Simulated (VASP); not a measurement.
A run of VASP 6.6.1 is set up as follows.

The input INCAR:

```
PREC = Accurate
ENCUT = 520
EDIFF = 1E-6
ISMEAR = 0
SIGMA = 0.1
LREAL = F
LASPH = T
NELM = 100
ALGO = Normal
ISIF = 2
LWAVE = F
LCHARG = F
GGA = PE
NBANDS = 36
```

The input KPOINTS:

```
regular mesh
0
Gamma
  12 12 6
```

POSCAR

```
Ge
1.0
    4.0157071049      0.0000000000      0.0000000000
   -2.0078535525      3.4777043670      0.0000000000
    0.0000000000      0.0000000000      6.6297250174
Ge
4
Direct
    0.6666666667      0.3333333333      0.0629628720
    0.3333333333      0.6666666667      0.5629628720
    0.6666666667      0.3333333333      0.4370371280
    0.3333333333      0.6666666667      0.9370371280
```

Potentials or basis: VASP PAW PBE potentials, release 64 (Ge_d).

Run with:

```sh
$ cat potpaw_PBE.64/Ge_d/POTCAR > POTCAR
$ mpirun -np 1 vasp_std > vasp.out
```

Q: Predict the largest force.

A: 0.004 eV/Å.

Q: What does it give for the pressure?

A: 1.9 GPa.

Forces in eV/Å, atoms in the order of the input:
```
Ge   0.000  0.000 -0.004
Ge   0.000  0.000 -0.004
Ge   0.000  0.000  0.004
Ge   0.000  0.000  0.004
```
